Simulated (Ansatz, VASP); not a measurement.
**SrO: VASP beside Ansatz**

INCAR

```
PREC     = Accurate       # precision mode
ENCUT    = 520            # plane-wave cutoff, eV
EDIFF    = 1E-6           # SCF threshold, eV
ISMEAR   = -1             # smearing method
SIGMA    = 0.05           # smearing width, eV
LREAL    = False          # projectors in reciprocal space
LASPH    = True           # aspherical terms in the spheres
NELM     = 100            # most SCF steps
ALGO     = Normal         # electronic algorithm
ISIF     = 2              # what is computed and relaxed
LWAVE    = False          # write WAVECAR
LCHARG   = True           # write CHGCAR
GGA      = PS             # functional
LELF     = True           # ELF
LVHAR    = True         
NBANDS   = 15             # bands
```

KPOINTS

```
regular mesh
0
Gamma
  9 9 9
```

The input POSCAR:

```
SrO
1.0
    0.0000000000      2.6166323862      2.6166323862
    2.6166323862      0.0000000000      2.6166323862
    2.6166323862      2.6166323862      0.0000000000
Sr O
1 1
Direct
    0.5000000000      0.5000000000      0.5000000000
    0.0000000000      0.0000000000      0.0000000000
```

Contents of input.yaml:

```yaml
crystal:
  lattice:
    - [0.0, 2.6166323862, 2.6166323862]
    - [2.6166323862, 0.0, 2.6166323862]
    - [2.6166323862, 2.6166323862, 0.0]
  atoms:
    - { symbol: Sr, position: [0.5, 0.5, 0.5] }
    - { symbol: O, position: [0.0, 0.0, 0.0] }
kpoints:
  mp_grid: { grid: [9, 9, 9] }
scf:
  occupations: { method: fermi_dirac, width: 0.05 }
hamiltonian:
  xc: pbesol
  pseudopotentials: { kind: all_electron, lapw: { basis_error: 0.0005 } }
output:
  forces: true
  stress: true
  eigenvalues: true
```

Change from the starting cell: volume scaled by 1.06.

Alike in both runs: task single point; functional PBEsol; k mesh 9 × 9 × 9; occupations fermi-dirac, width 0.05 eV; no spin polarisation.

```csv
,VASP,Ansatz
version,VASP 6.6.1,Ansatz 0.2.0
potentials or method,"VASP PAW PBE potentials, release 64 (Sr_sv, O), cutoff 520 eV","all-electron LAPW, scalar-relativistic"
```

VASP gave:

| Quantity | Value |
| --- | --- |
| gap on the k mesh at the Fermi level (eV) | 3.24 |
| least direct gap on the mesh (eV) | 3.37 |
| pressure (GPa) | -4.7 |

Q: What did Ansatz give for the same quantities?

A: gap on the k mesh at the Fermi level (eV): 3.28; least direct gap on the mesh (eV): 3.40; pressure (GPa): -5.2.

VASP's potentials were made for PBE, not for PBEsol. Ansatz ran all-electron here, and VASP with PAW potentials.
